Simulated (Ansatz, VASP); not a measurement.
**Two plane-wave programs on AlN**

The input POSCAR:

```
AlN
1.0
    2.9668653984      0.0000000000      0.0000000000
   -1.4834326992      2.8115214040      0.0000000000
    0.0000000000      0.0000000000      4.9784048354
Al N
2 2
Direct
    0.3333333333      0.6666666667      0.0016929024
    0.6666666667      0.3333333333      0.5016929024
    0.3333333333      0.6666666667      0.3833070976
    0.6666666667      0.3333333333      0.8833070976
```

File INCAR.step1:

```
SYSTEM = AlN
PREC     = Accurate       ! precision mode
ENCUT    = 520            ! plane-wave cutoff, eV
ISMEAR   = 0              ! smearing method
SIGMA    = 0.05           ! smearing width, eV
LREAL    = .False.        ! projectors in reciprocal space
LASPH    = .True.         ! aspherical terms in the spheres
NELM     = 80             ! most SCF steps
NBANDS   = 16             ! bands
GGA      = PE             ! functional
ALGO     = Normal         ! electronic algorithm
EDIFF    = 1E-4           ! SCF threshold, eV
LWAVE    = .True.         ! write WAVECAR
LCHARG   = .False.        ! write CHGCAR
```

INCAR.step2

```
SYSTEM = AlN
PREC     = Accurate       ! precision mode
ENCUT    = 520            ! plane-wave cutoff, eV
EDIFF    = 1E-7           ! SCF threshold, eV
ISMEAR   = 0              ! smearing method
SIGMA    = 0.05           ! smearing width, eV
LREAL    = .False.        ! projectors in reciprocal space
LASPH    = .True.         ! aspherical terms in the spheres
NELM     = 80             ! most SCF steps
ALGO     = Normal         ! electronic algorithm
ISIF     = 2              ! what is computed and relaxed
LWAVE    = .False.        ! write WAVECAR
LCHARG   = .False.        ! write CHGCAR
METAGGA  = R2SCAN         ! meta-GGA
LMIXTAU  = .True.       
NBANDS   = 16             ! bands
ISTART   = 1
```

KPOINTS

```
regular mesh
0
Gamma
  12 12 6
  0 0 0
```

Input for Ansatz:

```yaml
crystal:
  lattice:
    - [2.9668653984, 0.0, 0.0]
    - [-1.4834326992, 2.811521404, 0.0]
    - [0.0, 0.0, 4.9784048354]
  atoms:
    - { symbol: Al, position: [0.3333333333, 0.6666666667, 0.0016929024] }
    - { symbol: Al, position: [0.6666666667, 0.3333333333, 0.5016929024] }
    - { symbol: "N", position: [0.3333333333, 0.6666666667, 0.3833070976] }
    - { symbol: "N", position: [0.6666666667, 0.3333333333, 0.8833070976] }
basis:
  ecutwfc: 500
kpoints:
  mp_grid: { grid: [12, 12, 6] }
hamiltonian:
  xc: r2scan
scf:
  occupations: { method: gaussian, width: 0.05 }
output:
  forces: true
  stress: true
  eigenvalues: true
```

Change from the starting cell: strain -0.0450 x Voigt [1, -1, 0, 0, 0, 0], atoms carried along.

Alike in both runs: task single point; functional r2SCAN; k mesh 12 × 12 × 6; occupations gaussian, width 0.05 eV; no spin polarisation.

|  | VASP | Ansatz |
| --- | --- | --- |
| version | VASP 6.6.1 | Ansatz 0.2.0 |
| potentials or method | VASP PAW PBE potentials, release 64 (Al, N), cutoff 520 eV | scalar-relativistic, plane waves, PAW |
| valence electrons in the cell | 16 | 16 |

Ansatz gave:

| Item | Value |
| --- | --- |
| gap on the k mesh at the Fermi level (eV) | 4.72 |
| least direct gap on the mesh (eV) | 4.72 |
| pressure (GPa) | 1.4 |
| traceless stress, the component that is largest in VASP (GPa) | 17.68 |
| rms of the force components (eV/Å) | 0.430 |

Q: What did VASP give for the same quantities?

A: gap on the k mesh at the Fermi level (eV): 4.75; least direct gap on the mesh (eV): 4.75; pressure (GPa): 1.0; traceless stress, the component that is largest in VASP (GPa): 17.86; rms of the force components (eV/Å): 0.437.

VASP's potentials were made for PBE, not for r2SCAN. Atom by atom the forces differ by 0.008 eV/Å (rms over components). With one functional, cell and mesh, what is left measures potentials, basis and numerics.
